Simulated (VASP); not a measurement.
## InP: single point with r2SCAN

Crystal: InP.

```
CELL_PARAMETERS angstrom
0.00000 2.74536 2.74536
2.74536 0.00000 2.74536
2.74536 2.74536 0.00000
ATOMIC_POSITIONS crystal
In 0.00000 0.00000 0.00000
P 0.50000 0.50000 0.50000
```

- Program: VASP 6.6.1
- Task: single point
- Functional: r2SCAN
- Potentials or basis: VASP PAW PBE potentials, release 64 (In_d, P)
- Cutoff: 550 eV
- k mesh: 6 × 6 × 6
- Occupations: fermi-dirac, width 0.02 eV
- Spin: no spin polarisation

```json
{
 "Pressure": "0.7 GPa",
 "Band gap on the k mesh": "zero (band 9 reaches 7.49 eV, above the bottom of band 10 at 4.93 eV)"
}
```

Levels at points of the mesh, in eV from the Fermi level:
```
           k point  band 5  band 6  band 7  band 8  band 9  band 10  band 11  band 12  band 13  band 14
(0.00, 0.00, 0.00)  -14.60  -12.66   -0.29   -0.29   -0.29     1.31     7.62     7.62     7.62     9.35
(0.50, 0.00, 0.00)  -14.51  -10.46   -6.86    0.18    0.18     3.04     3.79     3.79     5.99    12.01
(0.50, 0.50, 0.00)  -14.48   -9.18   -5.20   -2.46   -2.46    -2.22     4.24    10.93    10.93    11.32
```

It took 120 s on 1 thread of Intel Xeon 8259CL (shared host), peak memory 0.17 GiB.

Caveat: the PAW data sets were made with another functional, which shifts forces and pressure a little; spin-orbit coupling is left out, which moves the levels of the heavy elements.
